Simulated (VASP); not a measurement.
Write the native input for VASP 6.6.1 that does the following.

| Item | Value |
| --- | --- |
| Task | single point |
| Functional | PBE |
| Potentials or basis | VASP PAW PBE potentials, release 64 (Mo_sv, H) |
| Cutoff | 520 eV |
| k mesh | 3 × 3 × 3 |
| Occupations | methfessel-paxton, width 0.1 eV |
| Spin | no spin polarisation |
| Dipole correction | no |
| Further INCAR settings | LREAL = Auto; ALGO = Normal; EDIFF = 1e-07; NBANDS = 126 |

The structure of Mo16H (a cell with a defect) lies in POSCAR:

```
Mo16H
1.0
    6.3226243300      0.0000000000      0.0000000000
    0.0000000000      6.3226243300      0.0000000000
    0.0000000000      0.0000000000      6.3226243300
Mo H
16 1
Direct
   -0.0022197495     -0.0011123728     -0.0001340444
    0.2497647588      0.2451292070      0.2397108989
   -0.0014567686      0.0005974724      0.4998388147
    0.2497766191      0.2449485463      0.7599399609
   -0.0012283794      0.5014379695     -0.0002178140
    0.2497477343      0.7520481285      0.2485646138
   -0.0103319980      0.5074777198      0.4998302357
    0.2497695766      0.7519043374      0.7510081116
    0.5017128588     -0.0011800281     -0.0001121647
    0.7497846501      0.2512559482      0.2488339370
    0.5009478968      0.0006200911      0.4999159803
    0.7497816318      0.2511750384      0.7507096536
    0.5006767352      0.5013864999     -0.0001474989
    0.7497281414      0.7537946595      0.2477380786
    0.5098393695      0.5075798361      0.4998675997
    0.7497624896      0.7537586421      0.7516998565
    0.2497044588      0.3762497960      0.4998722861
```

One way to write it, as run:

INCAR

```
PREC = Accurate ; ENCUT = 520
EDIFF = 1E-7 ; ISMEAR = 1
SIGMA = 0.1 ; LREAL = Auto
LASPH = True ; NELM = 100
ALGO = Normal ; ISIF = 2
LWAVE = False ; LCHARG = True
GGA = PE ; LELF = True
LVHAR = True ; NBANDS = 126
```

KPOINTS

```
Automatic mesh
0
Gamma
  3 3 3
```

Potentials or basis: VASP PAW PBE potentials, release 64 (Mo_sv, H).

Command:

```sh
$ cat potpaw_PBE.64/Mo_sv/POTCAR potpaw_PBE.64/H/POTCAR > POTCAR
$ mpirun -np 1 vasp_std > vasp.out
```

Results of the run:

```json
{
 "Pressure": "3.4 GPa",
 "Largest force": "0.017 eV/Å",
 "Band gap on the k mesh": "zero (an odd number of electrons rules out a gap without spin polarisation)"
}
```

It took 12 min on 1 thread of Intel(R) Xeon(R) Platinum 8488C (Sapphire Rapids), with other jobs on the host, peak memory 0.49 GiB.
